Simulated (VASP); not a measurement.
Al3GaN4, 8 atoms in the cell. Symmetry: Pm, No. 6, monoclinic system. Conventional cell: a = 5.000 Å, b = 3.106 Å, c = 5.376 Å, α = 90.00°, β = 90.04°, γ = 90.00°. Al (site symmetry m) has 4 N at 1.87 to 1.89 Å within 2.5 Å. Within 2.5 Å of Al (site symmetry m) lie 4 N at 1.88 to 1.89 Å. Within 2.5 Å of Al (site symmetry m) lie 4 N at 1.88 to 1.89 Å. Ga (site symmetry m) has 4 N at 1.92 to 1.94 Å within 2.5 Å. N (site symmetry m) has 3 Al at 1.88 Å and 1 Ga at 1.94 Å within 2.5 Å. N (site symmetry m) has 4 Al at 1.89 Å within 2.5 Å. Within 2.5 Å of N (site symmetry m) lie 2 Al at 1.87 to 1.88 Å and 2 Ga at 1.92 Å. Within 2.5 Å of N (site symmetry m) lie 3 Al at 1.88 to 1.89 Å and 1 Ga at 1.93 Å. 

```yaml
Program: VASP 6.6.1
Task: single point
Functional: PBEsol
Potentials_or_basis: VASP PAW PBE potentials, release 64 (Al, Ga_d, N)
Cutoff: 520 eV
k_mesh: 6 × 8 × 4
Occupations: gaussian, width 0.02 eV
Spin: no spin polarisation
Dipole_correction: no
Further_INCAR_settings: ALGO = Normal; EDIFF = 1e-06; NBANDS = 31
```

Potentials or basis: VASP PAW PBE potentials, release 64 (Al, Ga_d, N).

Launch:

```console
$ cat potpaw_PBE.64/Al/POTCAR potpaw_PBE.64/Ga_d/POTCAR potpaw_PBE.64/N/POTCAR > POTCAR
$ mpirun -np 1 vasp_std > vasp.out
```

Hardware: 1 thread of Intel Xeon 8259CL, on a shared host.

How long does it take, and how much memory?

It took 4.3 min on 1 thread of Intel Xeon 8259CL (shared host), peak memory 0.29 GiB. Counts: scf iterations 14, k points 70.
